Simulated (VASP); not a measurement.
# VPt (P4/mmm) in VASP: a series of runs

The runs below take VPt through relaxation of shape and atoms at fixed volume, relaxation of cell and atoms, with LDA.

Program: VASP 6.6.1. These are calculated values, not measurements. Logs are shortened: lines on timing, memory, paths and dates and some standing lists are left out, and cuts for length are marked.

## Step 1: The cell of the first run

Symmetry: P4/mmm, No. 123, tetragonal system. Conventional cell: a = 2.672 Å, b = 2.672 Å, c = 3.856 Å, α = 90.00°, β = 90.00°, γ = 90.00°. V (site symmetry 4/mmm) has 4 V at 2.67 Å and 8 Pt at 2.70 Å within 3.5 Å. Within 3.5 Å of Pt (site symmetry 4/mmm) lie 4 Pt at 2.67 Å and 8 V at 2.70 Å.

## Step 2: Relaxation of shape and atoms at fixed volume, LDA (13.77 Å³/atom)

INCAR

```
SYSTEM = VPt
  PREC = Accurate
  ENCUT = 600
  EDIFF = 1E-6
  ISMEAR = -1
  SIGMA = 0.15
  LREAL = .FALSE.
  LASPH = .TRUE.
  NELM = 100
  ALGO = Fast
  ISIF = 4
  LWAVE = .FALSE.
  LCHARG = .FALSE.
  IBRION = 2
  NSW = 80
  EDIFFG = -0.001
```

KPOINTS

```
regular mesh
0
G
  16 16 12
  0 0 0
```

POSCAR

```
VPt
1.0
    2.6724644769      0.0000000000      0.0000000000
    0.0000000000      2.6724644769      0.0000000000
    0.0000000000      0.0000000000      3.8561838221
V Pt
1 1
Direct
    0.5000000000      0.5000000000      0.5000000000
    0.0000000000      0.0000000000      0.0000000000
```

Potentials or basis: VASP PAW LDA potentials, release 64 (V_sv, Pt).

On the command line:

```
> cat potpaw_LDA.64/V_sv/POTCAR potpaw_LDA.64/Pt/POTCAR > POTCAR
> mpirun -np 1 vasp_std > vasp.out
```

OUTCAR:

```text
SYSTEM = VPt
   PREC = Accurate
   ENCUT = 600
   EDIFF = 1E-6
   ISMEAR = -1
   LREAL = .FALSE.
   LASPH = .TRUE.
   NELM = 100
   ISIF = 4
   IBRION = 2
   NSW = 80
   EDIFFG = -0.001

 ion  position               nearest neighbor table
   1  0.500  0.500  0.500-   2 2.70   2 2.70   2 2.70   2 2.70   2 2.70   2 2.70   2 2.70   2 2.70

   2  0.000  0.000  0.000-   1 2.70   1 2.70   1 2.70   1 2.70   1 2.70   1 2.70   1 2.70   1 2.70

  LATTYP: Found a simple tetragonal cell.
 ALAT       =     2.6724644769
 C/A-ratio  =     1.4429317416

  Lattice vectors:

 A1 = (   2.6724644769,   0.0000000000,   0.0000000000)
 A2 = (   0.0000000000,   2.6724644769,   0.0000000000)
 A3 = (   0.0000000000,   0.0000000000,   3.8561838221)

Analysis of symmetry for initial positions (statically):
=====================================================================
 Subroutine PRICEL returns:
 Original cell was already a primitive cell.

 Routine SETGRP: Setting up the symmetry group for a
 simple tetragonal supercell.

 Subroutine GETGRP returns: Found 16 space group operations
 (whereof 16 operations were pure point group operations)
 out of a pool of 16 trial point group operations.

The static configuration has the point symmetry D_4h.

Analysis of symmetry for dynamics (positions and initial velocities):
=====================================================================
 Subroutine PRICEL returns:
 Original cell was already a primitive cell.

 Routine SETGRP: Setting up the symmetry group for a
 simple tetragonal supercell.

 Subroutine GETGRP returns: Found 16 space group operations
 (whereof 16 operations were pure point group operations)
 out of a pool of 16 trial point group operations.

The dynamic configuration has the point symmetry D_4h.

 Subroutine INISYM returns: Found 16 space group operations
 (whereof 16 operations are pure point group operations),
 and found     1 'primitive' translations

----------------------------------------------------------------------------------------

                                     Primitive cell

  volume of cell :      27.5411

  direct lattice vectors                    reciprocal lattice vectors
     2.672464477  0.000000000  0.000000000     0.374186452  0.000000000  0.000000000
     0.000000000  2.672464477  0.000000000     0.000000000  0.374186452  0.000000000
     0.000000000  0.000000000  3.856183822     0.000000000  0.000000000  0.259323737

  length of vectors
     2.672464477  2.672464477  3.856183822     0.374186452  0.374186452  0.259323737

  position of ions in fractional coordinates (direct lattice)
     0.500000000  0.500000000  0.500000000
     0.000000000  0.000000000  0.000000000

  ion indices of the primitive-cell ions
   primitive index   ion index
                 1           1
                 2           2

----------------------------------------------------------------------------------------

 KPOINTS: regular mesh

Automatic generation of k-mesh.
 Grid dimensions read from file:
 generate k-points for:   16   16   12

 Generating k-lattice:

  Cartesian coordinates                     Fractional coordinates (reciprocal lattice)
     0.023386653  0.000000000  0.000000000     0.062500000  0.000000000  0.000000000
     0.000000000  0.023386653  0.000000000     0.000000000  0.062500000  0.000000000
     0.000000000  0.000000000  0.021610311     0.000000000  0.000000000  0.083333333

  Length of vectors
     0.023386653  0.023386653  0.021610311

  Shift w.r.t. Gamma in fractional coordinates (k-lattice)
     0.000000000  0.000000000  0.000000000

 Subroutine IBZKPT returns following result:
 ===========================================

 Found    315 irreducible k-points:

 Following reciprocal coordinates:
            Coordinates               Weight
  0.000000  0.000000  0.000000      1.000000
  0.062500  0.000000  0.000000      4.000000
  0.125000  0.000000  0.000000      4.000000
  0.187500  0.000000  0.000000      4.000000
  0.250000  0.000000  0.000000      4.000000
  0.312500  0.000000  0.000000      4.000000
[... 16 lines left out ...]
  0.437500  0.125000  0.000000      8.000000
  0.500000  0.125000  0.000000      4.000000
 [... further k-points ...]
   k-points           NKPTS =    315   k-points in BZ     NKDIM =    315   number of bands    NBANDS=     15
   number of dos      NEDOS =    301   number of ions     NIONS =      2
   total plane-waves  NPLWV =  18432
   dimension x,y,z NGX =    24 NGY =   24 NGZ =   32
   dimension x,y,z NGXF=    48 NGYF=   48 NGZF=   64
   ions per type =               1   1
   NGX,Y,Z   is equivalent  to a cutoff of  14.93, 14.93, 13.80 a.u.
   NGXF,Y,Z  is equivalent  to a cutoff of  29.86, 29.86, 27.59 a.u.
 SYSTEM =  VPt
   PREC   = accura    normal or accurate (medium, high low for compatibility)
   ISTART =      0    job   : 0-new  1-cont  2-samecut
   ICHARG =      2    charge: 1-file 2-atom 10-const
   ISPIN  =      1    spin polarized calculation?
   LNONCOLLINEAR =      F non collinear calculations
   LSORBIT =      F    spin-orbit coupling
   LASPH  =      T    aspherical Exc in radial PAW
   ENCUT  =  600.0 eV  44.10 Ry    6.64 a.u.   5.34  5.34  7.70*2*pi/ulx,y,z
   NELM   =    100;   NELMIN=  2; NELMDL= -5     # of ELM steps
   EDIFF  = 0.1E-05   stopping-criterion for ELM
   LREAL  =      F    real-space projection
   EDIFFG = -.1E-02   stopping-criterion for IOM
   NSW    =     80    number of steps for IOM
   IBRION =      2    ionic relax: 0-MD 1-quasi-New 2-CG
   NFREE  =      1    steps in history (QN), initial steepest desc. (CG)
   ISIF   =      4    stress and relaxation
   ISYM   =      2    0-nonsym 1-usesym 2-fastsym
   POTIM  = 0.5000    time-step for ionic-motion
   TEBEG  =    0.0;   TEEND  =   0.0 temperature during run
   PSTRESS=    0.0 pullay stress
   NELECT =      23.0000    total number of electrons
   NUPDOWN=      -1.0000    fix difference up-down
   EMIN   =  10.00;   EMAX   =-10.00  energy-range for DOS
   EFERMI =   0.00;   METHOD = LEGACY
   ISMEAR =    -1;   SIGMA  =   0.15  broadening in eV -4-tet -1-fermi 0-gaus
   EFERMI_NEDOS =   21; number of points for ismear=-14 and -15
   IALGO  =     68    algorithm
   IMIX   =      4    mixing-type and parameters
     AMIX     =   0.40;   BMIX     =  1.00
     AMIX_MAG =   1.60;   BMIX_MAG =  1.00
  volume/ion in A,a.u.               =      13.77        92.93
  Fermi-wavevector in a.u.,A,eV,Ry     =   1.541666  2.913326 32.337422  2.376733
  Thomas-Fermi vector in A             =   2.647580
   LORBIT       =      0    0 simple, 1 ext, 2 COOP (PROOUT), +10 PAW based schemes
   GGA     = CA    functional components
   LHFCALC =     F    Hartree Fock is set to
   AEXX    =    0.0000 exact exchange contribution
   IVDW    =     0    specifies the selected vdW correction
   LEPSILON=     F    determine dielectric tensor
   LRPA    =     F    only Hartree local field effects (RPA)
 conjugate gradient relaxation of ions
 non-spin polarized calculation
 RMM-DIIS sequential band-by-band and
  energy-cutoff  :      600.00
  volume of cell :       27.54
 maximum number of plane-waves:       941
 NGX is ok and might be reduce to    24
   NGX = 11   NGY = 11   NGZ = 15

--------------------------------------- Ionic step        1  -------------------------------------------

 number of electron      22.9999998 magnetization

 Free energy of the ion-electron system (eV)
  ---------------------------------------------------
  ext. energy  EPLUGINS =         0.00000000
  ---------------------------------------------------
  free energy    TOTEN  =       -18.65561363 eV

  energy without entropy =      -18.53069857  energy(sigma->0) =      -18.59315610

------------------------ aborting loop because EDIFF is reached ----------------------------------------

  FORCE on cell =-STRESS in cart. coord.  units (eV):
  Direction    XX          YY          ZZ          XY          YZ          ZX
  --------------------------------------------------------------------------------------
  -------------------------------------------------------------------------------------
  Total       -0.8008747     -0.8008747     -0.7767157      0.0000000     -0.0000000     -0.0000000
  in kB      -46.5900924    -46.5900924    -45.1846663      0.0000000     -0.0000000     -0.0000000
  external PRESSURE =     -46.1216171 kB  Pullay stress =       0.0000000 kB

 VOLUME and BASIS-vectors are now :
 -----------------------------------------------------------------------------
  energy-cutoff  :      600.00
  volume of cell :       27.54
      direct lattice vectors                 reciprocal lattice vectors
     2.672464477  0.000000000  0.000000000     0.374186452  0.000000000  0.000000000
     0.000000000  2.672464477  0.000000000     0.000000000  0.374186452  0.000000000
     0.000000000  0.000000000  3.856183822     0.000000000  0.000000000  0.259323737

 POSITION                                       TOTAL-FORCE (eV/Angst)
 -----------------------------------------------------------------------------------
      1.33623      1.33623      1.92809         0.000000      0.000000      0.000000
      0.00000      0.00000      0.00000         0.000000      0.000000      0.000000
 -----------------------------------------------------------------------------------
    total drift:                                0.000000      0.000000     -0.000000

  FREE ENERGIE OF THE ION-ELECTRON SYSTEM (eV)
  ---------------------------------------------------
  free  energy   TOTEN  =       -18.6556136343 eV

  energy  without entropy=      -18.5306985656  energy(sigma->0) =      -18.59315610

--------------------------------------- Ionic step        2  -------------------------------------------

 number of electron      22.9999999 magnetization

 Free energy of the ion-electron system (eV)
  ---------------------------------------------------
  ext. energy  EPLUGINS =         0.00000000
  ---------------------------------------------------
  free energy    TOTEN  =       -18.65561775 eV

  energy without entropy =      -18.53081464  energy(sigma->0) =      -18.59321619

 E-fermi :  11.4859     XC(G=0): -13.6817

 val. band max:       11.4844217313   @ k =   0.2500   0.2500   0.0000
 cond. band min:      11.4898525790   @ k =   0.5000   0.3125   0.0833
 fundamental gap:      0.0054308477
 Fermi energy:        11.4859336180

 k-point     1 :       0.0000    0.0000    0.0000
  band No.  band energies     occupation
      1     -52.1633      2.00000
      2     -26.5557      2.00000
      3     -26.0969      2.00000
      4     -26.0969      2.00000
      5       1.8474      2.00000
      6       4.7031      2.00000
      7       4.8925      2.00000
      8       8.4473      2.00000
      9       8.4473      2.00000
     10      10.2316      1.99953
     11      10.2642      1.99942
     12      11.6121      0.60266
     13      13.5116      0.00000
     14      13.7340      0.00000
     15      13.7340      0.00000
[... 397 lines left out ...]
 k-point    24 :       0.5000    0.1250    0.0000
  band No.  band energies     occupation
      1     -52.0889      2.00000
      2     -26.5855      2.00000
      3     -26.5013      2.00000
      4     -26.1244      2.00000
      5       5.5670      2.00000
      6       6.0205      2.00000
      7       6.6328      2.00000
      8       6.7447      2.00000
      9       7.9832      2.00000
     10       9.4010      2.00000
     11      10.9663      1.93931
     12      11.0602      1.88944
     13      12.1166      0.02942
     14      12.8627      0.00021
     15      13.8272      0.00000

 [... further k-points ...]

------------------------ aborting loop because EDIFF is reached ----------------------------------------

  FORCE on cell =-STRESS in cart. coord.  units (eV):
  Direction    XX          YY          ZZ          XY          YZ          ZX
  --------------------------------------------------------------------------------------
  -------------------------------------------------------------------------------------
  Total       -0.7886767     -0.7886767     -0.7907500      0.0000000      0.0000000      0.0000000
  in kB      -45.8804859    -45.8804859    -46.0010950      0.0000000      0.0000000      0.0000000
  external PRESSURE =     -45.9206890 kB  Pullay stress =       0.0000000 kB

 VOLUME and BASIS-vectors are now :
 -----------------------------------------------------------------------------
  energy-cutoff  :      600.00
  volume of cell :       27.54
      direct lattice vectors                 reciprocal lattice vectors
     2.671945454  0.000000000 -0.000000000     0.374259137  0.000000000 -0.000000000
     0.000000000  2.671945454  0.000000000     0.000000000  0.374259137  0.000000000
     0.000000000 -0.000000000  3.857682088     0.000000000 -0.000000000  0.259223020

 POSITION                                       TOTAL-FORCE (eV/Angst)
 -----------------------------------------------------------------------------------
      1.33597      1.33597      1.92884        -0.000000      0.000000      0.000000
      0.00000      0.00000      0.00000         0.000000     -0.000000      0.000000
 -----------------------------------------------------------------------------------
    total drift:                                0.000000      0.000000     -0.000000

  FREE ENERGIE OF THE ION-ELECTRON SYSTEM (eV)
  ---------------------------------------------------
  free  energy   TOTEN  =       -18.6556177504 eV

  energy  without entropy=      -18.5308146375  energy(sigma->0) =      -18.59321619

 reached required accuracy - stopping structural energy minimisation
```

Wall time 82 s (1 thread of Intel Xeon 6975P-C (Granite Rapids), shared host); peak memory 0.29 GiB.

Results:

* Free energy: -18.6556 eV
* Energy gained by relaxing: 0.0 meV/atom
* Ionic steps: 2
* Pressure after relaxing: -4.6 GPa
* Band gap on the k mesh: zero (an odd number of electrons rules out a gap without spin polarisation)

Final structure:
```
CELL_PARAMETERS angstrom
2.67195 0.00000 0.00000
0.00000 2.67195 0.00000
0.00000 0.00000 3.85768
ATOMIC_POSITIONS crystal
V 0.50000 0.50000 0.50000
Pt 0.00000 0.00000 0.00000
```

Caveat: spin-orbit coupling is left out, which moves the levels of the heavy elements.

## Step 3: Relaxation of cell and atoms, LDA, collinear spin

This run uses another cell than the first one, of 14.08 Å³/atom.

INCAR

```
PREC = Accurate
ENCUT = 600
EDIFF = 1E-6
ISMEAR = 0
SIGMA = 0.1
LREAL = F
LASPH = T
NELM = 150
ALGO = Fast
ISIF = 3
LWAVE = F
LCHARG = F
ISPIN = 2
MAGMOM = 0.13 0
LORBIT = 11
LMAXMIX = 4
IBRION = 2
NSW = 100
EDIFFG = -0.05
```

KPOINTS

```
Automatic mesh
0
Gamma
  8 8 6
```

POSCAR

```
VPt
1.0
    2.6940768363      0.0000000000      0.0000000000
    0.0000000000      2.6940768363      0.0000000000
    0.0000000000      0.0000000000      3.8800000000
V Pt
1 1
Direct
    0.5000000000      0.5000000000      0.5000000000
    0.0000000000      0.0000000000      0.0000000000
```

Potentials or basis: VASP PAW LDA potentials, release 64 (V_sv, Pt).

On the command line:

```
> cat potpaw_LDA.64/V_sv/POTCAR potpaw_LDA.64/Pt/POTCAR > POTCAR
> mpirun -np 1 vasp_std > vasp.out
```

Run time: 1.8 min. Hardware: 1 thread of Intel Xeon 6975P-C (Granite Rapids), shared host; peak memory 0.2 GiB.

Results (log left out):

```
Free energy                                           : -18.6299 eV
Relaxed volume                                        : 13.52 Å³/atom
Relaxed cell                                          : a = 2.652 Å, b = 2.652 Å, c = 3.843 Å, α = 90.00°, β = 90.00°, γ = 90.00°
Space group after relaxing (to 0.1 Å)                 : P4/mmm (No. 123)
Energy gained by relaxing                             : 21.1 meV/atom
Ionic steps                                           : 7
Pressure after relaxing                               : -0.3 GPa
Net moment                                            : 0.00 μB per cell
Valence electrons inside the program's atomic spheres : V 11.60; Pt 9.66
```

Stress tensor (GPa, compression positive):
```
-0.42  0.00  0.00
 0.00 -0.42  0.00
 0.00  0.00 -0.01
```

The path:
| step | energy change (eV) | largest force (eV/Å) | pressure (GPa) | volume (Å³) |
| --- | --- | --- | --- | --- |
| 1 | 0.0000 | 0.0000 | -11.01 | 28.16 |
| 2 | 0.2341 | 0.0000 | 37.28 | 24.40 |
| 3 | -0.0419 | 0.0000 | -0.47 | 27.04 |
| 4 | -0.0419 | 0.0000 | 0.05 | 27.00 |
| 5 | -0.0419 | 0.0000 | 0.36 | 26.97 |
| 6 | -0.0420 | 0.0000 | -0.81 | 27.08 |
| 7 | -0.0421 | 0.0000 | -0.28 | 27.03 |

Final structure:
```cif
data_structure
_symmetry_space_group_name_H-M 'P 1'
_symmetry_Int_Tables_number 1
_cell_length_a 2.6523
_cell_length_b 2.6523
_cell_length_c 3.8430
_cell_angle_alpha 90.000
_cell_angle_beta 90.000
_cell_angle_gamma 90.000
_cell_volume 27.03
loop_
_atom_site_label
_atom_site_type_symbol
_atom_site_fract_x
_atom_site_fract_y
_atom_site_fract_z
_atom_site_occupancy
V1 V 0.50000 0.50000 0.50000 1
Pt1 Pt 0.00000 0.00000 0.00000 1
```

Levels at points of the mesh, in eV from the Fermi level:
Spin up:
```tsv
k point	band 10	band 11	band 12	band 13	band 14	band 15
(0.00, 0.00, 0.00)	-1.37	-1.34	0.01	1.93	2.21	2.21
(0.50, 0.00, 0.00)	-2.20	-1.97	-1.46	0.55	1.22	2.20
(0.50, 0.50, 0.00)	0.86	2.00	2.00	2.08	2.43	2.43
(0.00, 0.00, 0.50)	-2.63	-1.99	-1.23	-0.37	0.82	0.82
(0.50, 0.00, 0.50)	-0.98	-0.58	0.04	0.69	1.68	2.01
(0.50, 0.50, 0.50)	-1.93	-1.93	0.35	0.81	3.14	8.09
```
Spin down:
```tsv
k point	band 8	band 9	band 10	band 11	band 12	band 13	band 14	band 15
(0.00, 0.00, 0.00)	-3.18	-3.18	-1.37	-1.34	0.01	1.93	2.21	2.21
(0.50, 0.00, 0.00)	-3.54	-3.31	-2.20	-1.97	-1.46	0.55	1.22	2.20
(0.50, 0.50, 0.00)	-5.91	0.35	0.86	2.00	2.00	2.08	2.43	2.43
(0.00, 0.00, 0.50)	-3.75	-2.63	-2.63	-1.99	-1.23	-0.37	0.82	0.82
(0.50, 0.00, 0.50)	-3.72	-2.93	-0.98	-0.58	0.04	0.69	1.68	2.01
(0.50, 0.50, 0.50)	-3.10	-2.62	-1.93	-1.93	0.35	0.81	3.14	8.09
```

Caveat: spin-orbit coupling is left out, which moves the levels of the heavy elements. Zero-point motion and thermal expansion aren't in these numbers.

The gap in the log of VASP goes by the Fermi energy; the results here count the filled bands.